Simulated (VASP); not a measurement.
La, 1 atom in the cell. It takes space group Im-3m (No. 229, cubic). The conventional cell has a = 3.054 Å, b = 3.054 Å, c = 3.054 Å, α = 90.00°, β = 90.00°, γ = 90.00°. La (site symmetry m-3m) has 14 La at 2.64 to 3.05 Å within 3.5 Å. This isn't the form of La at room conditions, which is double hcp.

- Program: VASP 6.6.1
- Task: relaxation of cell and atoms
- Functional: LDA
- Potentials or basis: VASP PAW LDA potentials, release 64 (La)
- Cutoff: 600 eV
- k mesh: 18 × 18 × 18
- Occupations: fermi-dirac, width 0.08 eV
- Spin: no spin polarisation
- Target pressure: 170 GPa
- Dipole correction: no
- Further INCAR settings: ALGO = Normal; EDIFF = 1e-07; IBRION = 2; EDIFFG = -0.005; NSW = 32; ISIF = 3

Potentials or basis: VASP PAW LDA potentials, release 64 (La).

The run is started by

```bash
$ cat potpaw_LDA.64/La/POTCAR > POTCAR
$ mpirun -np 1 vasp_std > vasp.out
```

Hardware: 1 thread of Intel Xeon 8259CL (shared host).

Q: Estimate the wall time of this run.

A: Run time: 90 s on 1 thread of Intel Xeon 8259CL, on a shared host, peak memory 0.19 GiB. Counts: scf iterations 27, k points 195, ion steps 3.
